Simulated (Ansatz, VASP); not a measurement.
# One calculation of Ta, two programs

The input INCAR:

```
SYSTEM = Ta
ALGO     = Normal         ! electronic algorithm
EDIFF    = 1E-6           ! SCF threshold, eV
ENCUT    = 400            ! plane-wave cutoff, eV
GGA      = PS             ! functional
GGA_COMPAT= .False.      
ISIF     = 2              ! what is computed and relaxed
ISMEAR   = -1             ! smearing method
ISPIN    = 2              ! spin polarisation
ISYM     = 0            
LASPH    = .True.         ! aspherical terms in the spheres
LCHARG   = .False.        ! write CHGCAR
LMAXMIX  = 4              ! l up to which the mixer works
LORBIT   = 11             ! projections on sites
LREAL    = .False.        ! projectors in reciprocal space
LWAVE    = .False.        ! write WAVECAR
MAGMOM   = 1              ! initial moments
NBANDS   = 16             ! bands
NELM     = 200            ! most SCF steps
PREC     = Accurate       ! precision mode
SIGMA    = 0.01           ! smearing width, eV
```

File KPOINTS:

```
k-points
0
Gamma
  1 1 1
  0 0 0
```

The input POSCAR:

```
Ta
1.0
   14.0000000000      0.0000000000      0.0000000000
    0.0000000000     14.4000000000      0.0000000000
    0.0000000000      0.0000000000     14.8000000000
Ta
1
Direct
    0.5000000000      0.5000000000      0.5000000000
```

Input for Ansatz:

```yaml
crystal:
  lattice:
    - [14.0, 0.0, 0.0]
    - [0.0, 14.4, 0.0]
    - [0.0, 0.0, 14.8]
  atoms:
    - { symbol: Ta, position: [0.5, 0.5, 0.5], spin: 1.0 }
  symmetry: { detect: false, time_reversal: true }
hamiltonian:
  xc: pbesol
  pseudopotentials:
    kind: paw
    azcp:
      Ta: "pseudopotentials/Ta.paw.azcp"
basis:
  ecutwfc: 420
  fft_grid_basis: typed
kpoints:
  mp_grid: { grid: [1, 1, 1], shift: [0, 0, 0] }
magnetization:
  spin_polarized: true
scf:
  occupations: { method: fermi_dirac, width: 0.01 }
```

Alike in both runs: task single point; functional PBEsol; k mesh 1 × 1 × 1; occupations fermi-dirac, width 0.01 eV; collinear spin.

```csv
,VASP,Ansatz
version,VASP 6.6.1,Ansatz 0.2.0
potentials or method,"VASP PAW PBE potentials, release 64 (Ta_pv), cutoff 400 eV","plane waves (420 eV) with PAW, scalar-relativistic"
valence electrons in the cell,11,13
```

Ansatz gave:

```
gap on the k mesh at the Fermi level (eV)                     : 0.47
net moment per atom (μB)                                      : 3.00
size of the moment on the site where the two differ most (μB) : 3.00
```

Estimate VASP's values.

gap on the k mesh at the Fermi level (eV): 0.01; net moment per atom (μB): 3.00; size of the moment on the site where the two differ most (μB): 2.09.

VASP's potentials were made for PBE, not for PBEsol, and Ansatz warns of the same on its side. Site moments also hang on the region over which each program counts them. VASP's potentials hold 11 valence electrons a cell and Ansatz's 13, so a difference there can come from the potentials and not from the codes. Ansatz's warnings: stability check not made.

Spin-orbit coupling is off throughout.
